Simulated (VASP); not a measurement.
# Cs2H5F (P4/mmm) in VASP: notebook

Cs2H5F is run at these levels: PBE; tasks: single point.

All numbers are computed with VASP 6.6.1; they aren't measurements. Logs are shortened: lines on timing, memory, paths and dates and some standing lists are left out, and cuts for length are marked.

## (1) The cell of the first run

Symmetry: P4/mmm, No. 123, tetragonal system. The conventional cell has a = 6.086 Å, b = 6.086 Å, c = 4.096 Å, α = 90.00°, β = 90.00°, γ = 90.00°. Cs (site symmetry mmm) has 10 H at 2.99 to 3.04 Å and 4 F at 3.67 Å within 3.9 Å. Within 2.4 Å of H (site symmetry m2m) lie 1 F at 1.79 Å. H (site symmetry 4/mmm) has 2 F at 2.05 Å and 8 H at 2.72 Å within 2.8 Å. Within 2.4 Å of F (site symmetry 4/mmm) lie 6 H at 1.79 to 2.05 Å.

The cell was built from a structure type or drawn by symmetry, and may not be a known phase.

## (2) Single point, PBE

The input, INCAR:

```
SYSTEM = Cs2H5F
PREC     = Accurate       ! precision mode
ENCUT    = 520            ! plane-wave cutoff, eV
EDIFF    = 1E-7           ! SCF threshold, eV
ISMEAR   = 0              ! smearing method
SIGMA    = 0.1            ! smearing width, eV
LREAL    = .False.        ! projectors in reciprocal space
LASPH    = .True.         ! aspherical terms in the spheres
NELM     = 80             ! most SCF steps
ALGO     = Normal         ! electronic algorithm
ISIF     = 2              ! what is computed and relaxed
LWAVE    = .False.        ! write WAVECAR
LCHARG   = .False.        ! write CHGCAR
GGA      = PE             ! functional
NBANDS   = 25             ! bands
```

The input, KPOINTS:

```
Automatic mesh
0
Gamma
  4 4 4
  0 0 0
```

The input, POSCAR:

```
Cs2H5F
1.0
    6.0864797300      0.0000000000      0.0000000000
    0.0000000000      6.0864797300      0.0000000000
    0.0000000000      0.0000000000      4.0956986700
Cs H F
2 5 1
Direct
    0.0000000000      0.5000000000      0.5000000000
    0.5000000000      0.0000000000      0.5000000000
    0.7920047600      0.7920047600      0.0000000000
    0.2079952400      0.7920047600      0.0000000000
    0.7920047600      0.2079952400      0.0000000000
    0.0000000000      0.0000000000      0.5000000000
    0.2079952400      0.2079952400      0.0000000000
    0.0000000000      0.0000000000      0.0000000000
```

Potentials or basis: VASP PAW PBE potentials, release 64 (Cs_sv, H, F).

Run with:

```console
cat potpaw_PBE.64/Cs_sv/POTCAR potpaw_PBE.64/H/POTCAR potpaw_PBE.64/F/POTCAR > POTCAR
mpirun -np 1 vasp_std > vasp.out
```

OUTCAR:

```text
SYSTEM = Cs2H5F
   PREC = Accurate
   ENCUT = 520
   EDIFF = 1E-7
   ISMEAR = 0
   LREAL = .False.
   LASPH = .True.
   NELM = 80
   ISIF = 2
   GGA = PE

 ion  position               nearest neighbor table
   1  0.000  0.500  0.500-
   2  0.500  0.000  0.500-
   3  0.792  0.792  0.000-
   4  0.208  0.792  0.000-
   5  0.792  0.208  0.000-
   6  0.000  0.000  0.500-
   7  0.208  0.208  0.000-
   8  0.000  0.000  0.000-

  LATTYP: Found a simple tetragonal cell.
 ALAT       =     6.0864797300
 C/A-ratio  =     0.6729174912

  Lattice vectors:

 A1 = (   6.0864797300,   0.0000000000,   0.0000000000)
 A2 = (   0.0000000000,   6.0864797300,   0.0000000000)
 A3 = (   0.0000000000,   0.0000000000,   4.0956986700)

Analysis of symmetry for initial positions (statically):
=====================================================================
 Subroutine PRICEL returns:
 Original cell was already a primitive cell.

 Routine SETGRP: Setting up the symmetry group for a
 simple tetragonal supercell.

 Subroutine GETGRP returns: Found 16 space group operations
 (whereof 16 operations were pure point group operations)
 out of a pool of 16 trial point group operations.

The static configuration has the point symmetry D_4h.

Analysis of symmetry for dynamics (positions and initial velocities):
=====================================================================
 Subroutine PRICEL returns:
 Original cell was already a primitive cell.

 Routine SETGRP: Setting up the symmetry group for a
 simple tetragonal supercell.

 Subroutine GETGRP returns: Found 16 space group operations
 (whereof 16 operations were pure point group operations)
 out of a pool of 16 trial point group operations.

The dynamic configuration has the point symmetry D_4h.

 Subroutine INISYM returns: Found 16 space group operations
 (whereof 16 operations are pure point group operations),
 and found     1 'primitive' translations

----------------------------------------------------------------------------------------

                                     Primitive cell

  volume of cell :     151.7261

  direct lattice vectors                    reciprocal lattice vectors
     6.086479730  0.000000000  0.000000000     0.164298584  0.000000000  0.000000000
     0.000000000  6.086479730  0.000000000     0.000000000  0.164298584  0.000000000
     0.000000000  0.000000000  4.095698670     0.000000000  0.000000000  0.244158587

  length of vectors
     6.086479730  6.086479730  4.095698670     0.164298584  0.164298584  0.244158587

  position of ions in fractional coordinates (direct lattice)
     0.000000000  0.500000000  0.500000000
     0.500000000  0.000000000  0.500000000
     0.792004760  0.792004760  0.000000000
     0.207995240  0.792004760  0.000000000
     0.792004760  0.207995240  0.000000000
     0.000000000  0.000000000  0.500000000
     0.207995240  0.207995240  0.000000000
     0.000000000  0.000000000  0.000000000

  ion indices of the primitive-cell ions
   primitive index   ion index
                 1           1
                 2           2
                 3           3
                 4           4
                 5           5
                 6           6
                 7           7
                 8           8

----------------------------------------------------------------------------------------

 KPOINTS: Automatic mesh

Automatic generation of k-mesh.
 Grid dimensions read from file:
 generate k-points for:    4    4    4

 Generating k-lattice:

  Cartesian coordinates                     Fractional coordinates (reciprocal lattice)
     0.041074646  0.000000000  0.000000000     0.250000000  0.000000000  0.000000000
     0.000000000  0.041074646  0.000000000     0.000000000  0.250000000  0.000000000
     0.000000000  0.000000000  0.061039647     0.000000000  0.000000000  0.250000000

  Length of vectors
     0.041074646  0.041074646  0.061039647

  Shift w.r.t. Gamma in fractional coordinates (k-lattice)
     0.000000000  0.000000000  0.000000000

 Subroutine IBZKPT returns following result:
 ===========================================

 Found     18 irreducible k-points:

 Following reciprocal coordinates:
            Coordinates               Weight
  0.000000  0.000000  0.000000      1.000000
  0.250000  0.000000  0.000000      4.000000
  0.500000  0.000000  0.000000      2.000000
  0.250000  0.250000  0.000000      4.000000
  0.500000  0.250000  0.000000      4.000000
  0.500000  0.500000  0.000000      1.000000
[... 10 lines left out ...]
  0.500000  0.250000  0.500000      4.000000
  0.500000  0.500000  0.500000      1.000000
   k-points           NKPTS =     18   k-points in BZ     NKDIM =     18   number of bands    NBANDS=     25
   number of dos      NEDOS =    301   number of ions     NIONS =      8
   total plane-waves  NPLWV =  69120
   dimension x,y,z NGX =    48 NGY =   48 NGZ =   30
   dimension x,y,z NGXF=    96 NGYF=   96 NGZF=   60
   ions per type =               2   5   1
   NGX,Y,Z   is equivalent  to a cutoff of  13.11, 13.11, 12.18 a.u.
   NGXF,Y,Z  is equivalent  to a cutoff of  26.22, 26.22, 24.35 a.u.
 SYSTEM =  Cs2H5F
   PREC   = accura    normal or accurate (medium, high low for compatibility)
   ISTART =      0    job   : 0-new  1-cont  2-samecut
   ICHARG =      2    charge: 1-file 2-atom 10-const
   ISPIN  =      1    spin polarized calculation?
   LNONCOLLINEAR =      F non collinear calculations
   LSORBIT =      F    spin-orbit coupling
   LASPH  =      T    aspherical Exc in radial PAW
   ENCUT  =  520.0 eV  38.22 Ry    6.18 a.u.  11.32 11.32  7.62*2*pi/ulx,y,z
   NELM   =     80;   NELMIN=  2; NELMDL= -5     # of ELM steps
   EDIFF  = 0.1E-06   stopping-criterion for ELM
   LREAL  =      F    real-space projection
   EDIFFG = 0.1E-05   stopping-criterion for IOM
   NSW    =      0    number of steps for IOM
   IBRION =     -1    ionic relax: 0-MD 1-quasi-New 2-CG
   NFREE  =      0    steps in history (QN), initial steepest desc. (CG)
   ISIF   =      2    stress and relaxation
   ISYM   =      2    0-nonsym 1-usesym 2-fastsym
   POTIM  = 0.5000    time-step for ionic-motion
   TEBEG  =    0.0;   TEEND  =   0.0 temperature during run
   PSTRESS=    0.0 pullay stress
   NELECT =      30.0000    total number of electrons
   NUPDOWN=      -1.0000    fix difference up-down
   EMIN   =  10.00;   EMAX   =-10.00  energy-range for DOS
   EFERMI =   0.00;   METHOD = LEGACY
   ISMEAR =     0;   SIGMA  =   0.10  broadening in eV -4-tet -1-fermi 0-gaus
   EFERMI_NEDOS =   21; number of points for ismear=-14 and -15
   IALGO  =     38    algorithm
   IMIX   =      4    mixing-type and parameters
     AMIX     =   0.40;   BMIX     =  1.00
     AMIX_MAG =   1.60;   BMIX_MAG =  1.00
  volume/ion in A,a.u.               =      18.97       127.99
  Fermi-wavevector in a.u.,A,eV,Ry     =   0.953737  1.802301 12.376044  0.909614
  Thomas-Fermi vector in A             =   2.082419
   LORBIT       =      0    0 simple, 1 ext, 2 COOP (PROOUT), +10 PAW based schemes
   GGA     = PE    functional components
   LHFCALC =     F    Hartree Fock is set to
   AEXX    =    0.0000 exact exchange contribution
   IVDW    =     0    specifies the selected vdW correction
   LEPSILON=     F    determine dielectric tensor
   LRPA    =     F    only Hartree local field effects (RPA)
 non-spin polarized calculation
 Gauss-broadening in eV      SIGMA  =   0.10
  energy-cutoff  :      520.00
  volume of cell :      151.73
 maximum number of plane-waves:      4107
 NGX is ok and might be reduce to    48
   NGX = 23   NGY = 23   NGZ = 15

 number of electron      30.0000016 magnetization

 Free energy of the ion-electron system (eV)
  ---------------------------------------------------
  ext. energy  EPLUGINS =         0.00000000
  ---------------------------------------------------
  free energy    TOTEN  =       -15.06768890 eV

  energy without entropy =      -15.03112994  energy(sigma->0) =      -15.04940942

 E-fermi :  -0.0241     XC(G=0):  -7.6938

 val. band max:       -0.0352980368   @ k =   0.5000   0.2500   0.2500
 cond. band min:      -0.0224719174   @ k =   0.0000   0.0000   0.5000
 fundamental gap:      0.0128261194
 Fermi energy:        -0.0241240260

 k-point     1 :       0.0000    0.0000    0.0000
  band No.  band energies     occupation
      1     -23.5899      2.00000
      2     -21.2149      2.00000
      3     -21.1258      2.00000
      4      -8.5724      2.00000
      5      -8.5724      2.00000
      6      -7.8451      2.00000
[... 17 lines left out ...]
     24       7.9756      0.00000
     25       8.3784      0.00000

 k-point     2 :       0.2500    0.0000    0.0000
  band No.  band energies     occupation
      1     -23.5890      2.00000
      2     -21.2027      2.00000
      3     -21.1397      2.00000
      4      -8.4786      2.00000
      5      -8.4739      2.00000
      6      -7.9620      2.00000
[... 17 lines left out ...]
     24       6.7488      0.00000
     25       7.6731      0.00000

 k-point     3 :       0.5000    0.0000    0.0000
  band No.  band energies     occupation
      1     -23.5881      2.00000
      2     -21.1738      2.00000
      3     -21.1703      2.00000
      4      -8.2756      2.00000
      5      -8.2390      2.00000
      6      -8.2061      2.00000
[... 384 lines left out ...]
 k-point    17 :       0.5000    0.2500    0.5000
  band No.  band energies     occupation
      1     -23.5723      2.00000
      2     -21.0957      2.00000
      3     -21.0954      2.00000
      4      -8.6283      2.00000
      5      -8.5820      2.00000
      6      -8.3530      2.00000
[... 17 lines left out ...]
     24       6.5664      0.00000
     25       6.5690      0.00000

 k-point    18 :       0.5000    0.5000    0.5000
  band No.  band energies     occupation
      1     -23.5722      2.00000
      2     -21.0951      2.00000
      3     -21.0951      2.00000
      4      -8.6236      2.00000
      5      -8.6236      2.00000
      6      -8.4902      2.00000
[... 17 lines left out ...]
     24       6.2730      0.00000
     25       6.2730      0.00000

------------------------ aborting loop because EDIFF is reached ----------------------------------------

  FORCE on cell =-STRESS in cart. coord.  units (eV):
  Direction    XX          YY          ZZ          XY          YZ          ZX
  --------------------------------------------------------------------------------------
  -------------------------------------------------------------------------------------
  Total       -0.2778311     -0.2778311      1.1160901      0.0000000     -0.0000000      0.0000000
  in kB       -2.9338042     -2.9338042     11.7855398      0.0000000     -0.0000000      0.0000000
  external PRESSURE =       1.9726438 kB  Pullay stress =       0.0000000 kB

 VOLUME and BASIS-vectors are now :
 -----------------------------------------------------------------------------
  energy-cutoff  :      520.00
  volume of cell :      151.73
      direct lattice vectors                 reciprocal lattice vectors
     6.086479730  0.000000000  0.000000000     0.164298584  0.000000000  0.000000000
     0.000000000  6.086479730  0.000000000     0.000000000  0.164298584  0.000000000
     0.000000000  0.000000000  4.095698670     0.000000000  0.000000000  0.244158587

 POSITION                                       TOTAL-FORCE (eV/Angst)
 -----------------------------------------------------------------------------------
      0.00000      3.04324      2.04785         0.000000      0.000000      0.000000
      3.04324      0.00000      2.04785         0.000000      0.000000      0.000000
      4.82052      4.82052      0.00000        -0.081971     -0.081971     -0.000000
      1.26596      4.82052      0.00000         0.081971     -0.081971      0.000000
      4.82052      1.26596      0.00000        -0.081971      0.081971     -0.000000
      0.00000      0.00000      2.04785         0.000000      0.000000      0.000000
      1.26596      1.26596      0.00000         0.081971      0.081971      0.000000
      0.00000      0.00000      0.00000         0.000000      0.000000      0.000000
 -----------------------------------------------------------------------------------
    total drift:                               -0.000000     -0.000000     -0.000000

  FREE ENERGIE OF THE ION-ELECTRON SYSTEM (eV)
  ---------------------------------------------------
  free  energy   TOTEN  =       -15.0676888979 eV

  energy  without entropy=      -15.0311299411  energy(sigma->0) =      -15.04940942
```

Run time: 56 s. Hardware: 1 thread of AMD EPYC 7R13 (Zen 3), shared host; peak memory 0.24 GiB.

Results:

```yaml
Free_energy: -15.0677 eV
Pressure: 0.2 GPa
Largest_force: 0.116 eV/Å
Band_gap_on_the_k_mesh: zero (bands 15 and 16 overlap by 1.07 eV)
```

Forces on the atoms (eV/Å):
```
Cs   0.000  0.000  0.000
Cs   0.000  0.000  0.000
H   -0.082 -0.082  0.000
H    0.082 -0.082  0.000
H   -0.082  0.082  0.000
H    0.000  0.000  0.000
H    0.082  0.082  0.000
F    0.000  0.000  0.000
```

Levels at points of the mesh, in eV from the Fermi level:
```csv
k point,band 11,band 12,band 13,band 14,band 15,band 16,band 17,band 18,band 19,band 20
"(0.00, 0.00, 0.00)",-5.55,-4.79,-2.92,-0.86,-0.66,0.70,0.70,2.75,3.69,5.91
"(0.50, 0.00, 0.00)",-5.57,-4.81,-2.00,-0.44,-0.44,-0.37,0.57,3.77,4.83,4.85
"(0.50, 0.50, 0.00)",-5.92,-4.83,-1.11,-0.42,-0.42,-0.33,-0.03,4.19,4.19,5.12
"(0.00, 0.00, 0.50)",-5.91,-5.70,-0.89,-0.28,-0.28,-0.02,0.00,3.20,4.19,5.44
"(0.50, 0.00, 0.50)",-5.62,-5.45,-1.42,-0.68,-0.15,0.25,0.40,4.30,5.46,5.52
"(0.50, 0.50, 0.50)",-5.61,-5.30,-1.96,-1.38,0.70,0.70,0.77,3.81,3.81,5.56
```

Caveat: the k points lie up to 0.38 Å⁻¹ apart, too coarse for converged energies and pressures of a metal; spin-orbit coupling is left out, which moves the levels of the heavy elements.

## (3) Single point, PBE, collinear spin

The input, INCAR:

```
SYSTEM = Cs2H5F
ALGO = Normal
EDIFF = 1E-6
ENCUT = 520
GGA = PE
ISIF = 2
ISMEAR = 0
ISPIN = 2
LASPH = .True.
LCHARG = .False.
LORBIT = 11
LREAL = .False.
LWAVE = .False.
MAGMOM = 0 0 0 0 0 0 0 1
NBANDS = 29
NELM = 150
PREC = Accurate
SIGMA = 0.1
```

The input, KPOINTS:

```
k-points
0
Gamma
  4 4 4
  0 0 0
```

POSCAR is that of step 2.

Potentials or basis: VASP PAW PBE potentials, release 64 (Cs_sv, H, F).

Run with:

```console
cat potpaw_PBE.64/Cs_sv/POTCAR potpaw_PBE.64/H/POTCAR potpaw_PBE.64/F/POTCAR > POTCAR
mpirun -np 1 vasp_std > vasp.out
```

Wall time 2.6 min (1 thread of AMD EPYC 7R13 (Zen 3), shared host); peak memory 0.32 GiB.

It converged, with:

```yaml
Free_energy: -15.7082 eV
Pressure: 2.7 GPa
Largest_force: 0.252 eV/Å
Net_moment: 3.92 μB per cell
Site_moments: Cs +0.07; H +0.23, +0.33 (each value once); F +0.54 μB
Valence_electrons_inside_the_program's_atomic_spheres: Cs 6.58; H 0.43, 0.41 (each value once); F 5.95
```

Forces on the atoms (eV/Å):
```
Cs   0.000  0.000  0.000
Cs   0.000  0.000  0.000
H   -0.178 -0.178  0.000
H    0.178 -0.178  0.000
H   -0.178  0.178  0.000
H    0.000  0.000  0.000
H    0.178  0.178  0.000
F    0.000  0.000  0.000
```

Stress tensor (GPa, compression positive):
```
2.40 0.00 0.00
0.00 2.40 0.00
0.00 0.00 3.41
```

Levels at points of the mesh, in eV from the Fermi level:
Spin up:
```csv
k point,band 13,band 14,band 15,band 16,band 17,band 18,band 19,band 20,band 21,band 22
"(0.00, 0.00, 0.00)",-3.73,-1.93,-1.59,-0.02,-0.02,2.38,3.37,5.46,6.02,6.02
"(0.50, 0.00, 0.00)",-2.81,-1.57,-1.32,-1.00,-0.12,3.44,4.50,4.50,5.41,6.48
"(0.50, 0.50, 0.00)",-2.00,-1.27,-1.19,-0.96,-0.96,3.89,3.89,4.68,5.42,5.42
"(0.00, 0.00, 0.50)",-1.71,-1.05,-0.86,-0.86,-0.56,2.84,3.84,5.09,5.09,5.47
"(0.50, 0.00, 0.50)",-2.22,-1.64,-0.80,-0.37,-0.29,3.95,5.10,5.22,5.24,5.32
"(0.50, 0.50, 0.50)",-2.75,-2.28,-0.03,-0.02,-0.02,3.45,3.45,5.29,5.49,5.58
```
Spin down:
```csv
k point,band 10,band 11,band 12,band 13,band 14,band 15,band 16,band 17
"(0.00, 0.00, 0.00)",-4.25,-4.25,-3.45,-1.86,0.41,0.80,2.05,2.05
"(0.50, 0.00, 0.00)",-4.55,-4.27,-3.47,-0.88,0.59,0.79,1.47,1.85
"(0.50, 0.50, 0.00)",-4.60,-4.60,-3.50,0.17,0.70,0.70,0.81,2.12
"(0.00, 0.00, 0.50)",-4.58,-4.58,-4.30,0.16,0.92,0.92,1.34,1.83
"(0.50, 0.00, 0.50)",-4.55,-4.31,-4.11,-0.41,0.47,0.94,1.57,2.45
"(0.50, 0.50, 0.50)",-4.28,-4.28,-3.96,-0.96,-0.38,2.08,2.08,3.06
```

Caveat: the k points lie up to 0.38 Å⁻¹ apart; spin-orbit coupling is left out, which moves the levels of the heavy elements.
